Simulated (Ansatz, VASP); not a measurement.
**CdS in VASP and in Ansatz**

```
Cd S
1.0
     0.00000    2.75324    2.75324
     2.75324    0.00000    2.75324
     2.75324    2.75324    0.00000
Cd S
1 1
Cartesian
  2.9157 2.5082 2.9129
  5.6689 5.2614 5.6662
```

Alike in both runs: task single point; functional PBE; k mesh 4 × 4 × 4; occupations gaussian, width 0.1 eV; no spin polarisation.

```csv
,VASP,Ansatz
version,VASP 6.6.1,Ansatz 0.2.0
potentials or method,"VASP PAW PBE potentials, release 64 (Cd, S), cutoff 500 eV","scalar-relativistic, plane waves, PAW"
valence electrons in the cell,18,26
```

```csv
,VASP,Ansatz,Ansatz less VASP
gap on the k mesh at the Fermi level (eV),0.22,0.22,+0.007
least direct gap on the mesh (eV),1.51,1.53,+0.024
pressure (GPa),0.3,-0.1,-0.38
```

VASP's potentials hold 18 valence electrons a cell and Ansatz's 26, so a difference there can come from the potentials and not from the codes.

The k mesh is coarse, so the values compare programs but aren't converged.
